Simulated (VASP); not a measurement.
Write the native input for VASP 6.6.1 that does the following.

```
Task                   : single point
Functional             : PBE
Potentials or basis    : VASP PAW PBE potentials, release 64 (Li_sv)
Cutoff                 : 520 eV
k mesh                 : 6 × 6 × 9
Occupations            : fermi-dirac, width 0.05 eV
Spin                   : no spin polarisation
Dipole correction      : no
Further INCAR settings : ALGO = Normal; EDIFF = 1e-06; NBANDS = 12
```

The structure of Li lies in POSCAR:

```
Li
1.0
    5.0459283830      0.0000000000      0.0000000000
   -2.5229641915      4.3699021654      0.0000000000
    0.0000000000      0.0000000000      2.9455013648
Li
3
Direct
    0.3333333333      0.6666666667      0.5000000000
    0.6666666667      0.3333333333      0.5000000000
    0.0000000000      0.0000000000      0.0000000000
```

The input as run:

INCAR

```
SYSTEM = Li
ALGO = Normal ; EDIFF = 1E-6
ENCUT = 520 ; GGA = PE
ISIF = 2 ; ISMEAR = -1
LASPH = .True. ; LCHARG = .True.
LELF = .True. ; LREAL = .False.
LVHAR = .True. ; LWAVE = .False.
NBANDS = 12 ; NELM = 100
PREC = Accurate ; SIGMA = 0.05
```

KPOINTS

```
k-points
0
Gamma
  6 6 9
  0 0 0
```

Potentials or basis: VASP PAW PBE potentials, release 64 (Li_sv).

Command:

```console
$ cat potpaw_PBE.64/Li_sv/POTCAR > POTCAR
$ mpirun -np 1 vasp_std > vasp.out
```

It took 54 s on 1 thread of AMD EPYC 7R13, on a shared host, peak memory 0.14 GiB.
